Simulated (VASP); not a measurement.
A run of VASP 6.6.1:

The input INCAR:

```
SYSTEM = Al8H
PREC = Accurate
ENCUT = 520
EDIFF = 1E-6
ISMEAR = 0
SIGMA = 0.1
LREAL = Auto
LASPH = .True.
NELM = 60
ALGO = Normal
ISIF = 2
LWAVE = .False.
LCHARG = .False.
LDIPOL = .True.
IDIPOL = 3
DIPOL = 0.5 0.5 0.294
GGA = PE
NBANDS = 40
```

KPOINTS

```
Automatic mesh
0
Gamma
  5 4 1
  0 0 0
```

POSCAR

```
Al8H
1.0
    5.7135165837      0.0000000000      0.0000000000
    0.0000000000      8.0801326415      0.0000000000
    0.0000000000      0.0000000000     22.2432786975
Al H
16 2
Direct
    0.2500000000      0.2500000000      0.1798296040
    0.2500000000      0.7500000000      0.1798296040
    0.7500000000      0.2500000000      0.1798296040
    0.7500000000      0.7500000000      0.1798296040
    0.0000000000      0.0000000000      0.2440458181
    0.0000000000      0.5000000000      0.2440458181
    0.5000000000      0.0000000000      0.2440458181
    0.5000000000      0.5000000000      0.2440458181
    0.2500000000      0.2500000000      0.3102598702
    0.2500000000      0.7500000000      0.3102598702
    0.7500000000      0.2500000000      0.3102598702
    0.7500000000      0.7500000000      0.3102598702
    0.0000000000      0.0000000000      0.3705963860
    0.0000000000      0.5000000000      0.3705963860
    0.5000000000      0.0000000000      0.3705963860
    0.5000000000      0.5000000000      0.3705963860
    0.2500000000      0.1116978149      0.4339863214
    0.2500000000      0.3883021851      0.4339863214
```

Potentials or basis: VASP PAW PBE potentials, release 64 (Al, H).

Launch:

```sh
$ cat potpaw_PBE.64/Al/POTCAR potpaw_PBE.64/H/POTCAR > POTCAR
$ mpirun -np 1 vasp_std > vasp.out
```

Hardware: 1 thread of AMD EPYC 9R45 96-Core Processor (Zen 5), with other jobs on the host.

Task: How long does it take, and how much memory?

Result: Run time: 6.4 min on 1 thread of AMD EPYC 9R45 96-Core Processor (Zen 5) (shared host), peak memory 0.86 GiB. Counts: scf iterations 25, k points 9.
